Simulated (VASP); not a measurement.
Runs of VASP 6.6.1 on SnO2. The structure is that of space group I4_1/amd (No. 141), or close to it. The cells are those of the table. 

```tsv
cell	gap on the mesh (eV)	pressure (GPa)	largest force (eV/Å)
a = 5.813 Å, angles 140.0, 140.0, 57.8°, 6 atoms	1.77	5.1	0.07
a = 5.753 Å, angles 140.0, 140.0, 57.8°, 6 atoms	(c)	11.6	0.28
a = 5.872 Å, angles 140.0, 140.0, 57.8°, 6 atoms	1.45	-0.5	0.12
a = 5.930 Å, angles 140.0, 140.0, 57.8°, 6 atoms	(a)	(b)	0.28
a = 5.986 Å, angles 140.0, 140.0, 57.8°, 6 atoms	0.88	-9.1	0.42
```

Alike in all rows: task single point; level PBEsol; potentials or basis VASP PAW PBE potentials, release 64 (Sn_d, O); no spin polarisation; k mesh 8 × 8 × 8; cutoff (eV) 520; smearing gaussian 0.01 eV.

Estimate the missing entries.

(a) 1.16; (b) -5.2; (c) 2.10.

Caveats: the PAW data sets were made with another functional, which shifts forces and pressure a little; spin-orbit coupling is left out, which moves the levels of the heavy elements; the cell stands under pressure (at least some runs); the cell stands under tension (at least some runs).

A k mesh can miss the band edges, and the runs leave out spin-orbit coupling on Sn.
